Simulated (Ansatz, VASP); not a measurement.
**One calculation of Ir, two programs**

```
Ir
1.0
     2.52804    0.00000    0.00000
     0.00000    2.52804    0.00000
     0.00000    0.00000    2.52804
Ir
1
Direct
  0.00000 0.00000 0.00000
```

Alike in both runs: functional LDA; k mesh 13 × 13 × 13; occupations fermi-dirac, width 0.1 eV; no spin polarisation.

Ansatz relaxed the structure, and its values are those at the end. VASP's run is a single point on that final structure, the one shown.

|  | VASP | Ansatz |
| --- | --- | --- |
| version | VASP 6.6.1 | Ansatz 0.2.0 |
| potentials or method | VASP PAW LDA potentials, release 64 (Ir_sv_GW), cutoff 560 eV | plane waves (420 eV) with PAW, scalar-relativistic |
| valence electrons in the cell | 17 | 17 |

|  | VASP | Ansatz | Ansatz less VASP |
| --- | --- | --- | --- |
| pressure (GPa) | -0.5 | 0.0 | +0.52 |

Ansatz warns that its potentials were made for another functional, while VASP's fit it. LDA's correlation is that of Perdew and Zunger in VASP and of Perdew and Wang (1992) in Ansatz.

Spin-orbit coupling is off throughout.
